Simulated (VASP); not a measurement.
## As: relaxation of cell and atoms with PBEsol

The system is As.

```
CELL_PARAMETERS angstrom
2.70368 0.00000 0.00000
0.00000 2.70368 0.00000
0.00000 0.00000 2.70368
ATOMIC_POSITIONS crystal
As 0.50000 0.50000 0.50000
```

- Program: VASP 6.6.1
- Task: relaxation of cell and atoms
- Functional: PBEsol
- Potentials or basis: VASP PAW PBE potentials, release 64 (As)
- Cutoff: 600 eV
- k mesh: 10 × 10 × 10
- Occupations: fermi-dirac, width 0.05 eV
- Spin: no spin polarisation
- Target pressure: 10 GPa
- Dipole correction: no
- Further INCAR settings: ALGO = Normal; EDIFF = 1e-07; IBRION = 2; EDIFFG = -0.01; NSW = 60; ISIF = 3

- Relaxed volume: 17.84 Å³/atom
- Relaxed cell: a = 2.613 Å, b = 2.613 Å, c = 2.613 Å, α = 90.00°, β = 90.00°, γ = 90.00°
- Space group after relaxing (to 0.05 Å): Pm-3m (No. 221)
- Energy change on relaxing (the enthalpy is what falls): +45.8 meV/atom
- Ionic steps: 4
- Pressure after relaxing: 10.0 GPa

Step by step:
```
step  energy change (eV)  largest force (eV/Å)  pressure (GPa)  volume (Å³)
   1              0.0000                0.0000           -1.26        19.76
   2              0.2464                0.0000           26.95        16.05
   3              0.0432                0.0000            9.64        17.88
   4              0.0458                0.0000            9.98        17.84
```

Final structure:
```
As
1.0
     2.61293    0.00000    0.00000
     0.00000    2.61293    0.00000
     0.00000    0.00000    2.61293
As
1
Direct
  0.50000 0.50000 0.50000
```

Levels at points of the mesh, in eV from the Fermi level:
```
           k point  band 1  band 2  band 3  band 4  band 5
(0.00, 0.00, 0.00)  -15.92    4.61    4.61    4.61    8.66
(0.50, 0.00, 0.00)  -12.28   -7.78    7.31    7.31   11.62
(0.50, 0.50, 0.00)   -8.43   -4.75   -4.75    1.99    9.90
(0.50, 0.50, 0.50)   -4.06   -1.96   -1.96   -1.96    5.76
```

It took 14 s on 1 thread of AMD EPYC 7R43 64-Core Processor (Zen 3), with other jobs on the host, peak memory 0.11 GiB.

Caveat: the cell is relaxed towards a set pressure, so the enthalpy falls and the energy may rise; the PAW data sets were made with another functional, which shifts forces and pressure a little.
